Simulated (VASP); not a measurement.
Write the native input for VASP 6.6.1 that does the following.

```yaml
Task: single point
Functional: PBEsol
Potentials_or_basis: VASP PAW PBE potentials, release 64 (Cu, Pd)
Cutoff: 520 eV
k_mesh: 12 × 12 × 12
Occupations: gaussian, width 0.1 eV
Spin: no spin polarisation
Dipole_correction: no
Further_INCAR_settings: ALGO = Fast; EDIFF = 1e-06; NBANDS = 30
```

The structure of Cu3Pd lies in POSCAR:

```
Cu3Pd
1.0
    3.6170010892      0.0000000000      0.0000000000
    0.0000000000      3.6170010892      0.0000000000
    0.0000000000      0.0000000000      3.6166771146
Cu Pd
3 1
Direct
    0.0000000000      0.5000000000      0.5000000000
    0.5000000000      0.0000000000      0.5000000000
    0.5000000000      0.5000000000      0.0000000000
    0.0000000000      0.0000000000      0.0000000000
```

This cell differs from its parent crystal: volume scaled by 0.97, then relaxed in part.

One way to write it, as run:

INCAR

```
ALGO = Fast ; EDIFF = 1E-6
ENCUT = 520 ; GGA = PS
ISIF = 2 ; ISMEAR = 0
LASPH = T ; LCHARG = T
LELF = T ; LREAL = F
LVHAR = T ; LWAVE = F
NBANDS = 30 ; NELM = 60
PREC = Accurate ; SIGMA = 0.1
```

KPOINTS

```
k-points
0
Gamma
  12 12 12
```

Potentials or basis: VASP PAW PBE potentials, release 64 (Cu, Pd).

Command:

```sh
$ cat potpaw_PBE.64/Cu/POTCAR potpaw_PBE.64/Pd/POTCAR > POTCAR
$ mpirun -np 1 vasp_std > vasp.out
```

It gave:

The pressure is 6.3 GPa.

Caveat: the PAW data sets were made with another functional, which shifts forces and pressure a little.

Run time: 8.2 min on 1 thread of AMD EPYC 7R13, on a shared host, peak memory 0.32 GiB.
